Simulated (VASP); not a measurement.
# NaCl (I4/mmm) in VASP: further runs, part 2 of 2

VASP 6.6.1. Earlier steps stand in the parts before.

### 3 Single point, PBE (strain -0.040 along x and y, +0.040 along z)

Input file INCAR:

```
SYSTEM = NaCl
PREC     = Accurate       ! precision mode
ENCUT    = 520            ! plane-wave cutoff, eV
EDIFF    = 1E-6           ! SCF threshold, eV
ISMEAR   = 0              ! smearing method
SIGMA    = 0.05           ! smearing width, eV
LREAL    = .FALSE.        ! projectors in reciprocal space
LASPH    = .TRUE.         ! aspherical terms in the spheres
NELM     = 60             ! most SCF steps
ALGO     = Normal         ! electronic algorithm
ISIF     = 2              ! what is computed and relaxed
LWAVE    = .FALSE.        ! write WAVECAR
LCHARG   = .FALSE.        ! write CHGCAR
GGA      = PE             ! functional
NBANDS   = 14             ! bands
```

Input file KPOINTS:

```
Automatic mesh
0
G
  8 8 8
  0 0 0
```

Input file POSCAR:

```
NaCl
1.0
    0.0000000000      2.7184800000      2.9450200000
    2.7184800000      0.0000000000      2.9450200000
    2.7184800000      2.7184800000      0.0000000000
Na Cl
1 1
Direct
    0.0000000000      0.0000000000      0.0000000000
    0.5000000000      0.5000000000      0.5000000000
```

Potentials or basis: VASP PAW PBE potentials, release 64 (Na_pv, Cl).

Command:

```sh
cat potpaw_PBE.64/Na_pv/POTCAR potpaw_PBE.64/Cl/POTCAR > POTCAR
mpirun -np 1 vasp_std > vasp.out
```

OUTCAR:

```text
SYSTEM = NaCl
   PREC = Accurate
   ENCUT = 520
   EDIFF = 1E-6
   ISMEAR = 0
   LREAL = .FALSE.
   LASPH = .TRUE.
   NELM = 60
   ISIF = 2
   GGA = PE

 ion  position               nearest neighbor table
   1  0.000  0.000  0.000-   2 2.72   2 2.72   2 2.72   2 2.72
   2  0.500  0.500  0.500-   1 2.72   1 2.72   1 2.72   1 2.72

  LATTYP: Found a body centered tetragonal cell.
 ALAT       =     3.8445112850
 C/A-ratio  =     1.5320646926

  Lattice vectors:

 A1 = (  -2.7184800000,   0.0000000000,   2.9450200000)
 A2 = (   2.7184800000,   0.0000000000,   2.9450200000)
 A3 = (   0.0000000000,   2.7184800000,  -2.9450200000)

Analysis of symmetry for initial positions (statically):
=====================================================================
 Subroutine PRICEL returns:
 Original cell was already a primitive cell.

 Routine SETGRP: Setting up the symmetry group for a
 body centered tetragonal supercell.

 Subroutine GETGRP returns: Found 16 space group operations
 (whereof 16 operations were pure point group operations)
 out of a pool of 16 trial point group operations.

The static configuration has the point symmetry D_4h.

Analysis of symmetry for dynamics (positions and initial velocities):
=====================================================================
 Subroutine PRICEL returns:
 Original cell was already a primitive cell.

 Routine SETGRP: Setting up the symmetry group for a
 body centered tetragonal supercell.

 Subroutine GETGRP returns: Found 16 space group operations
 (whereof 16 operations were pure point group operations)
 out of a pool of 16 trial point group operations.

The dynamic configuration has the point symmetry D_4h.

 Subroutine INISYM returns: Found 16 space group operations
 (whereof 16 operations are pure point group operations),
 and found     1 'primitive' translations

----------------------------------------------------------------------------------------

                                     Primitive cell
[... 121 lines left out ...]
   LRPA    =     F    only Hartree local field effects (RPA)
 non-spin polarized calculation
 Gauss-broadening in eV      SIGMA  =   0.05
  energy-cutoff  :      520.00
  volume of cell :       43.53
 maximum number of plane-waves:      1184
 NGX is ok and might be reduce to    30
   NGX = 15   NGY = 15   NGZ = 15

 number of electron      14.0000007 magnetization

 Free energy of the ion-electron system (eV)
  ---------------------------------------------------
  ext. energy  EPLUGINS =         0.00000000
  ---------------------------------------------------
  free energy    TOTEN  =        -6.73807617 eV

  energy without entropy =       -6.73807617  energy(sigma->0) =       -6.73807617

 E-fermi :  -0.2738     XC(G=0):  -8.2862

 val. band max:       -0.5378235965   @ k =   0.0000   0.0000   0.0000
 cond. band min:       4.6688554938   @ k =   0.0000   0.0000   0.0000
 fundamental gap:      5.2066790903
 Fermi energy:        -0.2738460008

 k-point     1 :       0.0000    0.0000    0.0000
  band No.  band energies     occupation
      1     -21.3133      2.00000
      2     -21.3009      2.00000
      3     -21.3009      2.00000
      4     -13.2935      2.00000
      5      -0.5732      2.00000
      6      -0.5732      2.00000
      7      -0.5378      2.00000
      8       4.6689      0.00000
      9      10.2135      0.00000
     10      10.8329      0.00000
     11      10.8329      0.00000
     12      12.2906      0.00000
     13      13.2864      0.00000
     14      14.5003      0.00000
[... 377 lines left out ...]
      1     -21.3304      2.00000
      2     -21.3147      2.00000
      3     -21.3035      2.00000
      4     -12.9857      2.00000
      5      -2.1590      2.00000
      6      -0.8932      2.00000
      7      -0.8902      2.00000
      8       6.9517      0.00000
      9       9.2382      0.00000
     10      10.3737      0.00000
     11      10.9622      0.00000
     12      13.1254      0.00000
     13      14.4923      0.00000
     14      16.0683      0.00000

 [... further k-points ...]

------------------------ aborting loop because EDIFF is reached ----------------------------------------

  FORCE on cell =-STRESS in cart. coord.  units (eV):
  Direction    XX          YY          ZZ          XY          YZ          ZX
  --------------------------------------------------------------------------------------
  -------------------------------------------------------------------------------------
  Total        0.8755522      0.8755522     -0.0958195      0.0000000     -0.0000000      0.0000000
  in kB       32.2271630     32.2271630     -3.5269082      0.0000000     -0.0000000      0.0000000
  external PRESSURE =      20.3091393 kB  Pullay stress =       0.0000000 kB

 VOLUME and BASIS-vectors are now :
 -----------------------------------------------------------------------------
  energy-cutoff  :      520.00
  volume of cell :       43.53
      direct lattice vectors                 reciprocal lattice vectors
     0.000000000  2.718480000  2.945020000    -0.183926312  0.183926312  0.169778134
     2.718480000  0.000000000  2.945020000     0.183926312 -0.183926312  0.169778134
     2.718480000  2.718480000  0.000000000     0.183926312  0.183926312 -0.169778134

 POSITION                                       TOTAL-FORCE (eV/Angst)
 -----------------------------------------------------------------------------------
      0.00000      0.00000      0.00000        -0.000000      0.000000      0.000000
      2.71848      2.71848      2.94502         0.000000     -0.000000     -0.000000
 -----------------------------------------------------------------------------------
    total drift:                               -0.000000      0.000000      0.000000

  FREE ENERGIE OF THE ION-ELECTRON SYSTEM (eV)
  ---------------------------------------------------
  free  energy   TOTEN  =        -6.7380761683 eV

  energy  without entropy=       -6.7380761683  energy(sigma->0) =       -6.73807617
```

OSZICAR:

```text
N       E                     dE             d eps       ncg     rms          rms(c)
DAV:   1     0.102948346569E+03    0.10295E+03   -0.70730E+03  1678   0.101E+03
DAV:   2     0.159201371211E+01   -0.10136E+03   -0.92819E+02  1792   0.277E+02
DAV:   3    -0.679724166288E+01   -0.83893E+01   -0.83418E+01  2162   0.736E+01
DAV:   4    -0.693299475234E+01   -0.13575E+00   -0.13569E+00  1958   0.998E+00
DAV:   5    -0.693589597274E+01   -0.29012E-02   -0.29010E-02  2146   0.150E+00    0.218E+00
DAV:   6    -0.674458033550E+01    0.19132E+00   -0.31302E-01  2076   0.332E+00    0.163E+00
DAV:   7    -0.673249908803E+01    0.12081E-01   -0.82842E-02  2238   0.168E+00    0.111E+00
DAV:   8    -0.673808760744E+01   -0.55885E-02   -0.97470E-03  1838   0.860E-01    0.299E-01
DAV:   9    -0.673796700601E+01    0.12060E-03   -0.22316E-04  2132   0.119E-01    0.155E-01
DAV:  10    -0.673808563536E+01   -0.11863E-03   -0.29785E-04  1880   0.140E-01    0.621E-02
DAV:  11    -0.673807577513E+01    0.98602E-05   -0.19452E-05  2186   0.427E-02    0.114E-02
DAV:  12    -0.673807616830E+01   -0.39317E-06   -0.18824E-06  1946   0.132E-02
   1 F= -.67380762E+01 E0= -.67380762E+01  d E =-.432560E-16
```

stdout:

```text
POSCAR found type information on POSCAR NaCl
 POSCAR found :  2 types and       2 ions
 scaLAPACK will be used
 LDA part: xc-table for (Slater+PW92), standard interpolation
 POSCAR, INCAR and KPOINTS ok, starting setup
 FFT: planning ... GRIDC
 FFT: planning ... GRID_SOFT
 FFT: planning ... GRID
 WAVECAR not read
 entering main loop
```

Run time: 28 s. Hardware: 1 thread of Intel Xeon Platinum 8375C at 2.90GHz (Ice Lake), shared host; peak memory 0.17 GiB.

Results:

| Item | Value |
| --- | --- |
| Free energy | -6.7381 eV |
| Pressure | 2.0 GPa |
| Band gap on the k mesh | 5.21 eV |

Stress tensor (GPa, compression positive):
```
 3.22  0.00  0.00
 0.00  3.22  0.00
 0.00  0.00 -0.35
```

Caveat: the cell differs from its parent crystal (strain -0.040 along x and y, +0.040 along z).

### 4 Single point, PBE (strain -0.040 along x and y, +0.080 along z)

Input file INCAR:

```
SYSTEM = NaCl
ALGO = Normal
EDIFF = 1E-7
ENCUT = 520
GGA = PE
ISIF = 2
ISMEAR = 0
LASPH = .True.
LCHARG = .False.
LREAL = .False.
LWAVE = .False.
NBANDS = 14
NELM = 100
PREC = Accurate
SIGMA = 0.05
```

Input file KPOINTS:

```
k-points
0
Gamma
  8 8 8
  0 0 0
```

Input file POSCAR:

```
NaCl
1.0
    0.0000000000      2.7184800000      3.0582900000
    2.7184800000      0.0000000000      3.0582900000
    2.7184800000      2.7184800000      0.0000000000
Na Cl
1 1
Direct
    0.0000000000      0.0000000000      0.0000000000
    0.5000000000      0.5000000000      0.5000000000
```

Command:

```sh
cat potpaw_PBE.64/Na_pv/POTCAR potpaw_PBE.64/Cl/POTCAR > POTCAR
mpirun -np 1 vasp_std > vasp.out
```

Wall time 36 s (1 thread of Intel Xeon Platinum 8375C at 2.90GHz (Ice Lake), shared host); peak memory 0.17 GiB.

It converged, with:

- Free energy: -6.7289 eV
- Pressure: 1.3 GPa
- Band gap on the k mesh: 5.07 eV

Stress tensor (GPa, compression positive):
```
 2.71  0.00  0.00
 0.00  2.71  0.00
 0.00  0.00 -1.40
```

Levels at points of the mesh, in eV from the valence-band top:
```csv
k point,band 3,band 4,band 5,band 6,band 7,band 8,band 9,band 10,band 11,band 12
"(0.00, 0.00, 0.00)",-20.81,-12.68,-0.04,-0.04,0.00,5.07,10.57,11.46,11.46,12.52
"(0.50, 0.00, 0.00)",-20.81,-12.33,-1.94,-0.36,-0.21,7.22,10.51,10.51,11.57,14.97
"(0.50, 0.50, 0.00)",-20.81,-12.38,-1.68,-0.45,-0.45,7.62,8.36,10.51,15.24,15.28
"(0.50, 0.00, 0.50)",-20.82,-12.26,-1.64,-0.87,-0.50,7.55,7.99,11.61,13.71,14.94
```

Caveat: the cell differs from its parent crystal (strain -0.040 along x and y, +0.080 along z).

### 5 Single point, PBE (strain +0.040 along x and y, -0.080 along z)

Input file INCAR:

```
PREC = Accurate ; ENCUT = 520
EDIFF = 1E-6 ; ISMEAR = 0
SIGMA = 0.05 ; LREAL = F
LASPH = T ; NELM = 80
ALGO = Normal ; ISIF = 2
LWAVE = F ; LCHARG = F
GGA = PE ; NBANDS = 14
```

Input file KPOINTS:

```
Automatic mesh
0
Gamma
  8 8 8
```

Input file POSCAR:

```
NaCl
1.0
    0.0000000000      2.9450200000      2.6052100000
    2.9450200000      0.0000000000      2.6052100000
    2.9450200000      2.9450200000      0.0000000000
Na Cl
1 1
Direct
    0.0000000000      0.0000000000      0.0000000000
    0.5000000000      0.5000000000      0.5000000000
```

Command:

```sh
cat potpaw_PBE.64/Na_pv/POTCAR potpaw_PBE.64/Cl/POTCAR > POTCAR
mpirun -np 1 vasp_std > vasp.out
```

It took 32 s on 1 thread of Intel Xeon Platinum 8375C at 2.90GHz (Ice Lake), shared host; peak memory 0.18 GiB.

Results (log left out):

- Free energy: -6.7074 eV
- Pressure: 1.6 GPa
- Band gap on the k mesh: 5.05 eV

Stress tensor (GPa, compression positive):
```
-0.61  0.00  0.00
 0.00 -0.61  0.00
 0.00  0.00  5.97
```

Levels at points of the mesh, in eV from the valence-band top:
```
           k point  band 3  band 4  band 5  band 6  band 7  band 8  band 9  band 10  band 11  band 12
(0.00, 0.00, 0.00)  -20.82  -12.69   -0.13    0.00    0.00    5.05   10.86    10.86    11.76    12.48
(0.50, 0.00, 0.00)  -20.83  -12.35   -1.95   -0.37   -0.25    7.21   10.35    10.50    11.73    14.93
(0.50, 0.50, 0.00)  -20.84  -12.26   -1.59   -0.78   -0.78    7.59    7.75    12.02    14.16    14.16
(0.50, 0.00, 0.50)  -20.83  -12.35   -1.70   -0.71   -0.36    7.56    8.29    10.84    14.23    14.80
```

Caveat: the cell differs from its parent crystal (strain +0.040 along x and y, -0.080 along z). A k mesh can miss the band edges.

### 6 Single point, PBE (strain +0.040 along x and y, -0.040 along z)

Input file INCAR:

```
SYSTEM = NaCl
PREC     = Accurate       ! precision mode
ENCUT    = 520            ! plane-wave cutoff, eV
EDIFF    = 1E-6           ! SCF threshold, eV
ISMEAR   = 0              ! smearing method
SIGMA    = 0.05           ! smearing width, eV
LREAL    = .False.        ! projectors in reciprocal space
LASPH    = .True.         ! aspherical terms in the spheres
NELM     = 100            ! most SCF steps
ALGO     = Normal         ! electronic algorithm
ISIF     = 2              ! what is computed and relaxed
LWAVE    = .False.        ! write WAVECAR
LCHARG   = .False.        ! write CHGCAR
GGA      = PE             ! functional
NBANDS   = 14             ! bands
```

Input file KPOINTS:

```
regular mesh
0
Gamma
  8 8 8
  0 0 0
```

Input file POSCAR:

```
NaCl
1.0
    0.0000000000      2.9450200000      2.7184800000
    2.9450200000      0.0000000000      2.7184800000
    2.9450200000      2.9450200000      0.0000000000
Na Cl
1 1
Direct
    0.0000000000      0.0000000000      0.0000000000
    0.5000000000      0.5000000000      0.5000000000
```

Potentials or basis: VASP PAW PBE potentials, release 64 (Na_pv, Cl).

Command:

```sh
cat potpaw_PBE.64/Na_pv/POTCAR potpaw_PBE.64/Cl/POTCAR > POTCAR
mpirun -np 1 vasp_std > vasp.out
```

Wall time 31 s (1 thread of Intel Xeon Platinum 8375C at 2.90GHz (Ice Lake), shared host); peak memory 0.18 GiB.

It converged, with:

```yaml
Free_energy: -6.7543 eV
Pressure: -0.1 GPa
Band_gap_on_the_k_mesh: 4.90 eV
```

Stress tensor (GPa, compression positive):
```
-1.12  0.00  0.00
 0.00 -1.12  0.00
 0.00  0.00  1.92
```

Levels at points of the mesh, in eV from the valence-band top:
```csv
k point,band 3,band 4,band 5,band 6,band 7,band 8,band 9,band 10,band 11,band 12
"(0.00, 0.00, 0.00)",-20.92,-12.58,-0.08,0.00,0.00,4.90,10.88,10.88,11.46,12.66
"(0.50, 0.00, 0.00)",-20.92,-12.29,-1.81,-0.30,-0.23,7.15,10.19,10.45,11.29,14.64
"(0.50, 0.50, 0.00)",-20.94,-12.21,-1.52,-0.67,-0.67,7.42,7.90,11.46,13.96,13.96
"(0.50, 0.00, 0.50)",-20.93,-12.27,-1.57,-0.64,-0.41,7.39,8.22,10.69,14.02,14.85
```

Caveat: the cell differs from its parent crystal (strain +0.040 along x and y, -0.040 along z). A k mesh can miss the band edges.

### 7 Overview

```tsv
cell	gap on the mesh (eV)	pressure (GPa)
a = 3.925, b = 3.925, c = 4.005 Å, angles 59.3, 59.3, 61.3°, 2 atoms	5.21	1.7
a = 4.008, b = 4.008, c = 3.845 Å, angles 61.3, 61.3, 57.3°, 2 atoms	5.21	2.0
a = 4.092, b = 4.092, c = 3.845 Å, angles 62.0, 62.0, 56.0°, 2 atoms	5.07	1.3
a = 3.932, b = 3.932, c = 4.165 Å, angles 58.0, 58.0, 64.0°, 2 atoms	5.05	1.6
a = 4.008, b = 4.008, c = 4.165 Å, angles 58.7, 58.7, 62.6°, 2 atoms	4.90	-0.1
```

Alike in all rows: task single point; level PBE; potentials or basis VASP PAW PBE potentials, release 64 (Na_pv, Cl); no spin polarisation; k mesh 8 × 8 × 8; cutoff (eV) 520; smearing gaussian 0.05 eV.

Absolute energies hang on the potentials; compare differences alone.
